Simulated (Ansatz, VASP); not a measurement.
**One calculation of HfB, two programs**

```xyz
2
Lattice="0.0000 2.3100 2.3100 2.3100 0.0000 2.3100 2.3100 2.3100 0.0000" Properties=species:S:1:pos:R:3 pbc="T T T"
Hf    2.3100    2.3100    2.3100
B     0.0000    0.0000    0.0000
```

Alike in both runs: task single point; functional PBEsol; k mesh 6 × 6 × 6; occupations fermi-dirac, width 0.03 eV; no spin polarisation.

|  | VASP | Ansatz |
| --- | --- | --- |
| version | VASP 6.6.1 | Ansatz 0.2.0 |
| potentials or method | VASP PAW PBE potentials, release 64 (Hf_pv, B), cutoff 520 eV | all-electron LAPW, scalar-relativistic |

VASP gave:

| Quantity | Value |
| --- | --- |
| gap on the k mesh at the Fermi level (eV) | none |
| pressure (GPa) | 24.6 |

**Question.** What did Ansatz give for the same quantities?

**Answer.** gap on the k mesh at the Fermi level (eV): none; pressure (GPa): 23.5.

VASP's potentials were made for PBE, not for PBEsol. A gap of «none» marks a metal or a gap that the smearing closes. Ansatz ran all-electron here, and VASP with PAW potentials.

The k mesh is coarse, so the values compare programs but aren't converged. Neither program's run includes spin-orbit coupling. Noted on Ansatz's run: the k mesh is thin for a metal, which can move the energy by tens of meV per atom.
